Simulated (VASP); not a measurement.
Write the native input for VASP 6.6.1 that does the following.

| Quantity | Value |
| --- | --- |
| Task | relaxation of cell and atoms |
| Functional | PBEsol |
| Potentials or basis | VASP PAW PBE potentials, release 64 (Rh_pv) |
| Cutoff | 600 eV |
| k mesh | 17 × 17 × 17 |
| Occupations | gaussian, width 0.05 eV |
| Spin | no spin polarisation |
| Dipole correction | no |
| Further INCAR settings | ALGO = Normal; EDIFF = 1e-06; IBRION = 2; EDIFFG = -0.03; NSW = 60; ISIF = 3 |

The structure of Rh lies in POSCAR:

```
Rh
1.0
    2.4700000000      0.0000000000      0.0000000000
    0.0000000000      2.4700000000      0.0000000000
    0.0000000000      0.0000000000      2.4700000000
Rh
1
Direct
    0.0000000000      0.0000000000      0.0000000000
```

The input as run:

INCAR

```
PREC     = Accurate       # precision mode
ENCUT    = 600            # plane-wave cutoff, eV
EDIFF    = 1E-6           # SCF threshold, eV
ISMEAR   = 0              # smearing method
SIGMA    = 0.05           # smearing width, eV
LREAL    = F              # projectors in reciprocal space
LASPH    = T              # aspherical terms in the spheres
NELM     = 60             # most SCF steps
ALGO     = Normal         # electronic algorithm
ISIF     = 3              # what is computed and relaxed
LWAVE    = F              # write WAVECAR
LCHARG   = F              # write CHGCAR
GGA      = PS             # functional
IBRION   = 2              # ionic algorithm
NSW      = 60             # ionic steps
EDIFFG   = -0.03          # ionic threshold
```

KPOINTS

```
Automatic mesh
0
Gamma
  17 17 17
```

Potentials or basis: VASP PAW PBE potentials, release 64 (Rh_pv).

Launch:

```bash
$ cat potpaw_PBE.64/Rh_pv/POTCAR > POTCAR
$ mpirun -np 1 vasp_std > vasp.out
```

Results of the run:

```json
{
 "Relaxed volume": "15.61 Å³/atom",
 "Relaxed cell": "a = 2.499 Å, b = 2.499 Å, c = 2.499 Å, α = 90.00°, β = 90.00°, γ = 90.00°",
 "Space group after relaxing (to 0.05 Å)": "Pm-3m (No. 221)",
 "Energy gained by relaxing": "12.8 meV/atom",
 "Ionic steps": "3",
 "Pressure after relaxing": "-0.2 GPa"
}
```

Caveat: the PAW data sets were made with another functional, which shifts forces and pressure a little.

It took 31 s on 1 thread of Intel(R) Xeon(R) Platinum 8559C (Emerald Rapids), on a shared host, peak memory 0.15 GiB.
